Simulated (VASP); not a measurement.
# HfN (Imm2) in VASP: further runs

The runs below take HfN through single point, with PBEsol.

Program: VASP 6.6.1. These are calculated values, not measurements. Logs are shortened: lines on timing, memory, paths and dates and some standing lists are left out, and cuts for length are marked.

### Step 1. The cell of the first run

It takes space group Imm2 (No. 44, orthorhombic). The conventional cell has a = 3.195 Å, b = 4.518 Å, c = 3.195 Å, α = 90.00°, β = 90.00°, γ = 90.00°. Hf (site symmetry mm2) has 6 N at 2.21 to 2.31 Å within 2.9 Å. N (site symmetry mm2) has 6 Hf at 2.21 to 2.31 Å within 2.9 Å.

### Step 2. Single point, PBEsol

Input file INCAR:

```
SYSTEM = HfN
ALGO = Normal
EDIFF = 1E-6
ENCUT = 520
GGA = PS
ISIF = 2
ISMEAR = 0
LASPH = .True.
LCHARG = .True.
LELF = .True.
LREAL = .False.
LVHAR = .True.
LWAVE = .False.
NBANDS = 14
NELM = 100
PREC = Accurate
SIGMA = 0.15
```

Input file KPOINTS:

```
k-points
0
Gamma
  18 18 18
  0 0 0
```

Input file POSCAR:

```
HfN
1.0
    0.0000000000      2.2590000000      2.2590000000
    2.2590000000      0.0000000000      2.2590000000
    2.2590000000      2.2590000000      0.0000000000
Hf N
1 1
Direct
    0.0000000000      0.0000000000      0.0000000000
    0.4765236792      0.5000000000      0.5000000000
```

Potentials or basis: VASP PAW PBE potentials, release 64 (Hf_pv, N).

On the command line:

```console
> cat potpaw_PBE.64/Hf_pv/POTCAR potpaw_PBE.64/N/POTCAR > POTCAR
> mpirun -np 1 vasp_std > vasp.out
```

OUTCAR:

```text
SYSTEM = HfN
   EDIFF = 1E-6
   ENCUT = 520
   GGA = PS
   ISIF = 2
   ISMEAR = 0
   LASPH = .True.
   LREAL = .False.
   NELM = 100
   PREC = Accurate

 ion  position               nearest neighbor table
   1  0.000  0.000  0.000-   2 2.21   2 2.21   2 2.26   2 2.26   2 2.31   2 2.31
   2  0.477  0.500  0.500-   1 2.21   1 2.21   1 2.26   1 2.26   1 2.31   1 2.31

  LATTYP: Found a face centered cubic cell.
 ALAT       =     4.5180000000

  Lattice vectors:

 A1 = (   0.0000000000,   2.2590000000,   2.2590000000)
 A2 = (   2.2590000000,   0.0000000000,   2.2590000000)
 A3 = (   2.2590000000,   2.2590000000,   0.0000000000)

Analysis of symmetry for initial positions (statically):
=====================================================================
 Subroutine PRICEL returns:
 Original cell was already a primitive cell.

 Routine SETGRP: Setting up the symmetry group for a
 face centered cubic supercell.

 Subroutine GETGRP returns: Found  4 space group operations
 (whereof  4 operations were pure point group operations)
 out of a pool of 48 trial point group operations.

The static configuration has the point symmetry C_2v.

Analysis of symmetry for dynamics (positions and initial velocities):
=====================================================================
 Subroutine PRICEL returns:
 Original cell was already a primitive cell.

 Routine SETGRP: Setting up the symmetry group for a
 face centered cubic supercell.

 Subroutine GETGRP returns: Found  4 space group operations
 (whereof  4 operations were pure point group operations)
 out of a pool of 48 trial point group operations.

The dynamic configuration has the point symmetry C_2v.

 Subroutine INISYM returns: Found  4 space group operations
 (whereof  4 operations are pure point group operations),
 and found     1 'primitive' translations

----------------------------------------------------------------------------------------

                                     Primitive cell

  volume of cell :      23.0557

  direct lattice vectors                    reciprocal lattice vectors
     0.000000000  2.259000000  2.259000000    -0.221336875  0.221336875  0.221336875
     2.259000000  0.000000000  2.259000000     0.221336875 -0.221336875  0.221336875
     2.259000000  2.259000000  0.000000000     0.221336875  0.221336875 -0.221336875

  length of vectors
     3.194708437  3.194708437  3.194708437     0.383366713  0.383366713  0.383366713

  position of ions in fractional coordinates (direct lattice)
     0.000000000  0.000000000  0.000000000
     0.476523679  0.500000000  0.500000000

  ion indices of the primitive-cell ions
   primitive index   ion index
                 1           1
                 2           2

----------------------------------------------------------------------------------------

 KPOINTS: k-points

Automatic generation of k-mesh.
 Grid dimensions read from file:
 generate k-points for:   18   18   18

 Generating k-lattice:

  Cartesian coordinates                     Fractional coordinates (reciprocal lattice)
    -0.012296493  0.012296493  0.012296493     0.055555556  0.000000000  0.000000000
     0.012296493 -0.012296493  0.012296493     0.000000000  0.055555556  0.000000000
     0.012296493  0.012296493 -0.012296493     0.000000000  0.000000000  0.055555556

  Length of vectors
     0.021298151  0.021298151  0.021298151

  Shift w.r.t. Gamma in fractional coordinates (k-lattice)
     0.000000000  0.000000000  0.000000000

 Subroutine IBZKPT returns following result:
 ===========================================

 Found    865 irreducible k-points:

 Following reciprocal coordinates:
            Coordinates               Weight
  0.000000  0.000000  0.000000      1.000000
  0.055556  0.000000  0.000000      4.000000
  0.000000  0.055556  0.000000      4.000000
  0.111111  0.000000  0.000000      4.000000
  0.000000  0.111111  0.000000      4.000000
  0.166667  0.000000  0.000000      4.000000
[... 16 lines left out ...]
  0.000000  0.111111  0.055556      4.000000
  0.055556  0.000000  0.111111      8.000000
 [... further k-points ...]
   k-points           NKPTS =    865   k-points in BZ     NKDIM =    865   number of bands    NBANDS=     14
   number of dos      NEDOS =    301   number of ions     NIONS =      2
   total plane-waves  NPLWV =  13824
   dimension x,y,z NGX =    24 NGY =   24 NGZ =   24
   dimension x,y,z NGXF=    48 NGYF=   48 NGZF=   48
   ions per type =               1   1
   NGX,Y,Z   is equivalent  to a cutoff of  12.49, 12.49, 12.49 a.u.
   NGXF,Y,Z  is equivalent  to a cutoff of  24.98, 24.98, 24.98 a.u.
 SYSTEM =  HfN
   PREC   = accura    normal or accurate (medium, high low for compatibility)
   ISTART =      0    job   : 0-new  1-cont  2-samecut
   ICHARG =      2    charge: 1-file 2-atom 10-const
   ISPIN  =      1    spin polarized calculation?
   LNONCOLLINEAR =      F non collinear calculations
   LSORBIT =      F    spin-orbit coupling
   LASPH  =      T    aspherical Exc in radial PAW
   ENCUT  =  520.0 eV  38.22 Ry    6.18 a.u.   5.94  5.94  5.94*2*pi/ulx,y,z
   NELM   =    100;   NELMIN=  2; NELMDL= -5     # of ELM steps
   EDIFF  = 0.1E-05   stopping-criterion for ELM
   LREAL  =      F    real-space projection
   EDIFFG = 0.1E-04   stopping-criterion for IOM
   NSW    =      0    number of steps for IOM
   IBRION =     -1    ionic relax: 0-MD 1-quasi-New 2-CG
   NFREE  =      0    steps in history (QN), initial steepest desc. (CG)
   ISIF   =      2    stress and relaxation
   ISYM   =      2    0-nonsym 1-usesym 2-fastsym
   POTIM  = 0.5000    time-step for ionic-motion
   TEBEG  =    0.0;   TEEND  =   0.0 temperature during run
   PSTRESS=    0.0 pullay stress
   NELECT =      15.0000    total number of electrons
   NUPDOWN=      -1.0000    fix difference up-down
   EMIN   =  10.00;   EMAX   =-10.00  energy-range for DOS
   EFERMI =   0.00;   METHOD = LEGACY
   ISMEAR =     0;   SIGMA  =   0.15  broadening in eV -4-tet -1-fermi 0-gaus
   EFERMI_NEDOS =   21; number of points for ismear=-14 and -15
   IALGO  =     38    algorithm
   IMIX   =      4    mixing-type and parameters
     AMIX     =   0.40;   BMIX     =  1.00
     AMIX_MAG =   1.60;   BMIX_MAG =  1.00
  volume/ion in A,a.u.               =      11.53        77.79
  Fermi-wavevector in a.u.,A,eV,Ry     =   1.418553  2.680677 27.378918  2.012294
  Thomas-Fermi vector in A             =   2.539667
   LORBIT       =      0    0 simple, 1 ext, 2 COOP (PROOUT), +10 PAW based schemes
   GGA     = PS    functional components
   LHFCALC =     F    Hartree Fock is set to
   AEXX    =    0.0000 exact exchange contribution
   IVDW    =     0    specifies the selected vdW correction
   LEPSILON=     F    determine dielectric tensor
   LRPA    =     F    only Hartree local field effects (RPA)
 non-spin polarized calculation
 Gauss-broadening in eV      SIGMA  =   0.15
  energy-cutoff  :      520.00
  volume of cell :       23.06
 maximum number of plane-waves:       636
   NGX = 11   NGY = 11   NGZ = 11

 number of electron      15.0000000 magnetization

 Free energy of the ion-electron system (eV)
  ---------------------------------------------------
  ext. energy  EPLUGINS =         0.00000000
  ---------------------------------------------------
  free energy    TOTEN  =       -22.95674683 eV

  energy without entropy =      -22.94946060  energy(sigma->0) =      -22.95310372

 E-fermi :   8.1822     XC(G=0): -12.8916

 val. band max:        8.1808493154   @ k =   0.4444   0.2222   0.1111
 cond. band min:       8.1852744829   @ k =  -0.3333  -0.1111  -0.1667
 fundamental gap:      0.0044251674
 Fermi energy:         8.1822408589

 k-point     1 :       0.0000    0.0000    0.0000
  band No.  band energies     occupation
      1     -22.8606      2.00000
      2     -22.8564      2.00000
      3     -22.8541      2.00000
      4      -9.2403      2.00000
      5       5.1074      2.00000
      6       5.1219      2.00000
      7       5.1447      2.00000
      8       7.8280      1.99916
      9       7.9341      1.98071
     10       7.9412      1.97694
     11       9.9965      0.00000
     12      10.1801      0.00000
     13      10.2393      0.00000
     14      17.7234      0.00000

 k-point     2 :       0.0556    0.0000    0.0000
  band No.  band energies     occupation
      1     -22.8912      2.00000
      2     -22.8591      2.00000
      3     -22.8586      2.00000
      4      -9.1678      2.00000
      5       4.7549      2.00000
      6       4.9600      2.00000
      7       4.9888      2.00000
      8       7.9338      1.98084
      9       7.9594      1.96436
     10       8.0696      1.71175
     11      10.2284      0.00000
     12      10.4392      0.00000
     13      10.4806      0.00000
     14      17.9692      0.00000

 k-point     3 :       0.0000    0.0556    0.0000
  band No.  band energies     occupation
      1     -22.8887      2.00000
      2     -22.8628      2.00000
      3     -22.8576      2.00000
      4      -9.1675      2.00000
      5       4.7106      2.00000
      6       4.9514      2.00000
      7       5.0573      2.00000
      8       7.8584      1.99773
      9       7.9927      1.92605
     10       8.0869      1.63125
     11      10.2176      0.00000
     12      10.4304      0.00000
     13      10.5092      0.00000
     14      17.9684      0.00000
[... 324 lines left out ...]
 k-point    23 :       0.0000    0.1111    0.0556
  band No.  band energies     occupation
      1     -22.9550      2.00000
      2     -22.8814      2.00000
      3     -22.8692      2.00000
      4      -8.9839      2.00000
      5       3.8889      2.00000
      6       4.6477      2.00000
      7       4.8428      2.00000
      8       7.6530      2.00000
      9       8.4076      0.03364
     10       8.4977      0.00294
     11      10.4140      0.00000
     12      10.6195      0.00000
     13      11.7092      0.00000
     14      18.5881      0.00000

 k-point    24 :       0.0556    0.0000    0.1111
  band No.  band energies     occupation
      1     -22.9567      2.00000
      2     -22.8783      2.00000
      3     -22.8707      2.00000
      4      -8.9832      2.00000
      5       3.8913      2.00000
      6       4.6865      2.00000
      7       4.7974      2.00000
      8       7.6264      2.00000
      9       8.4413      0.01458
     10       8.5168      0.00161
     11      10.4197      0.00000
     12      10.5661      0.00000
     13      11.7356      0.00000
     14      18.5876      0.00000

 [... further k-points ...]
[... 5 lines left out ...]
  --------------------------------------------------------------------------------------
  -------------------------------------------------------------------------------------
  Total       -0.7350803     -0.5861587     -0.5861587      0.0000000     -0.0234114      0.0000000
  in kB      -51.0818564    -40.7330699    -40.7330699      0.0000000     -1.6268927      0.0000000
  external PRESSURE =     -44.1826654 kB  Pullay stress =       0.0000000 kB

 VOLUME and BASIS-vectors are now :
 -----------------------------------------------------------------------------
  energy-cutoff  :      520.00
  volume of cell :       23.06
      direct lattice vectors                 reciprocal lattice vectors
     0.000000000  2.259000000  2.259000000    -0.221336875  0.221336875  0.221336875
     2.259000000  0.000000000  2.259000000     0.221336875 -0.221336875  0.221336875
     2.259000000  2.259000000  0.000000000     0.221336875  0.221336875 -0.221336875

 POSITION                                       TOTAL-FORCE (eV/Angst)
 -----------------------------------------------------------------------------------
      0.00000      0.00000      0.00000         0.000000     -0.611340     -0.611340
      2.25900      2.20597      2.20597        -0.000000      0.611340      0.611340
 -----------------------------------------------------------------------------------
    total drift:                               -0.000000      0.000017      0.000017

  FREE ENERGIE OF THE ION-ELECTRON SYSTEM (eV)
  ---------------------------------------------------
  free  energy   TOTEN  =       -22.9567468321 eV

  energy  without entropy=      -22.9494606038  energy(sigma->0) =      -22.95310372
```

It took 2.3 min on 1 thread of Intel Xeon Platinum 8259CL at 2.50GHz (Skylake/Cascade Lake), shared host; peak memory 0.39 GiB.

Results:

| Quantity | Value |
| --- | --- |
| Free energy | -22.9567 eV |
| Pressure | -4.4 GPa |
| Largest force | 0.865 eV/Å |

Forces in eV/Å, atoms in the order of the input:
```
Hf   0.000 -0.611 -0.611
N    0.000  0.611  0.611
```

Caveat: the cell differs from its parent crystal (all N atoms moved +0.075 Å, as atom 2 towards its neighbour atom 2 (N) at 3.195 Å); the PAW data sets were made with another functional, which shifts forces and pressure a little; spin-orbit coupling is left out, which moves the levels of the heavy elements.

### Step 3. Single point, PBEsol

Input file INCAR:

```
ALGO = Normal
EDIFF = 1E-6
ENCUT = 520
GGA = PS
ISIF = 2
ISMEAR = 0
LASPH = T
LCHARG = F
LREAL = F
LWAVE = F
NBANDS = 14
NELM = 100
PREC = Accurate
SIGMA = 0.15
```

Input file KPOINTS:

```
k-points
0
Gamma
  18 18 18
```

Edit POSCAR of step 2 so:

```diff
@@ -9,2 +9,2 @@
     0.0000000000      0.0000000000      0.0000000000
-    0.4765236792      0.5000000000      0.5000000000
+    0.4921745597      0.5000000000      0.5000000000
```

Potentials or basis: VASP PAW PBE potentials, release 64 (Hf_pv, N).

On the command line:

```console
> cat potpaw_PBE.64/Hf_pv/POTCAR potpaw_PBE.64/N/POTCAR > POTCAR
> mpirun -np 1 vasp_std > vasp.out
```

OUTCAR:

```text
EDIFF = 1E-6
   ENCUT = 520
   GGA = PS
   ISIF = 2
   ISMEAR = 0
   LASPH = T
   LREAL = F
   NELM = 100
   PREC = Accurate

 ion  position               nearest neighbor table
   1  0.000  0.000  0.000-   2 2.24   2 2.24   2 2.26   2 2.26   2 2.28   2 2.28
   2  0.492  0.500  0.500-   1 2.24   1 2.24   1 2.26   1 2.26   1 2.28   1 2.28

  LATTYP: Found a face centered cubic cell.
 ALAT       =     4.5180000000

  Lattice vectors:

 A1 = (   0.0000000000,   2.2590000000,   2.2590000000)
 A2 = (   2.2590000000,   0.0000000000,   2.2590000000)
[... 584 lines left out ...]
      9       8.4328      0.01950
     10       8.4700      0.00724
     11      10.4209      0.00000
     12      10.5028      0.00000
     13      11.6738      0.00000
     14      18.5999      0.00000

 [... further k-points ...]
[... 5 lines left out ...]
  --------------------------------------------------------------------------------------
  -------------------------------------------------------------------------------------
  Total       -0.7438320     -0.7272890     -0.7272890      0.0000000     -0.0024807      0.0000000
  in kB      -51.6900249    -50.5404262    -50.5404262      0.0000000     -0.1723855      0.0000000
  external PRESSURE =     -50.9236257 kB  Pullay stress =       0.0000000 kB

 VOLUME and BASIS-vectors are now :
 -----------------------------------------------------------------------------
  energy-cutoff  :      520.00
  volume of cell :       23.06
      direct lattice vectors                 reciprocal lattice vectors
     0.000000000  2.259000000  2.259000000    -0.221336875  0.221336875  0.221336875
     2.259000000  0.000000000  2.259000000     0.221336875 -0.221336875  0.221336875
     2.259000000  2.259000000  0.000000000     0.221336875  0.221336875 -0.221336875

 POSITION                                       TOTAL-FORCE (eV/Angst)
 -----------------------------------------------------------------------------------
      0.00000      0.00000      0.00000        -0.000000     -0.204471     -0.204471
      2.25900      2.24132      2.24132         0.000000      0.204471      0.204471
 -----------------------------------------------------------------------------------
    total drift:                               -0.000000      0.000013      0.000013

  FREE ENERGIE OF THE ION-ELECTRON SYSTEM (eV)
  ---------------------------------------------------
  free  energy   TOTEN  =       -22.9856153235 eV

  energy  without entropy=      -22.9783298341  energy(sigma->0) =      -22.98197258
```

Run time: 2.1 min. Hardware: 1 thread of Intel Xeon Platinum 8259CL at 2.50GHz (Skylake/Cascade Lake), shared host; peak memory 0.39 GiB.

Results:

| Item | Value |
| --- | --- |
| Free energy | -22.9856 eV |
| Pressure | -5.1 GPa |
| Largest force | 0.289 eV/Å |

Forces in eV/Å, atoms in the order of the input:
```
Hf   0.000 -0.204 -0.204
N    0.000  0.204  0.204
```

Caveat: the cell differs from its parent crystal (all N atoms moved +0.025 Å, as atom 2 towards its neighbour atom 2 (N) at 3.195 Å); the PAW data sets were made with another functional, which shifts forces and pressure a little; spin-orbit coupling is left out, which moves the levels of the heavy elements.
